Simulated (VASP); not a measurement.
The system is C.

```
CELL_PARAMETERS angstrom
0.00000 1.78014 1.78014
1.78014 0.00000 1.78014
1.78014 1.78014 0.00000
ATOMIC_POSITIONS crystal
C 0.50000 0.50000 0.50000
C 0.75000 0.75000 0.75000
```

Base run:

- Program: VASP 6.6.1
- Functional: r2SCAN
- Potentials or basis: VASP PAW PBE potentials, release 64 (C)
- Cutoff: 520 eV
- k mesh: 12 × 12 × 12
- Occupations: gaussian, width 0.02 eV
- Spin: no spin polarisation

Its results: band gap on the k mesh 4.36 eV, indirect (least direct gap 5.85 eV); pressure 1.1 GPa.

Q: The run is repeated on the same cell with these changes: potentials or basis from VASP PAW PBE potentials, release 64 (C) to VASP PAW PBE potentials, release 64 (C_h); cutoff from 520 eV to 910 eV. What comes out?

A: Band gap on the k mesh 4.39 eV, indirect (least direct gap 5.89 eV); pressure -0.8 GPa.

Caveats: the PAW data sets were made with another functional, which shifts forces and pressure a little; the cutoff is under 1.25 times the usual one of these potentials, so pressure, stress and relaxed cells hold a basis-set (Pulay) error (some runs).

A k mesh can miss the band edges.
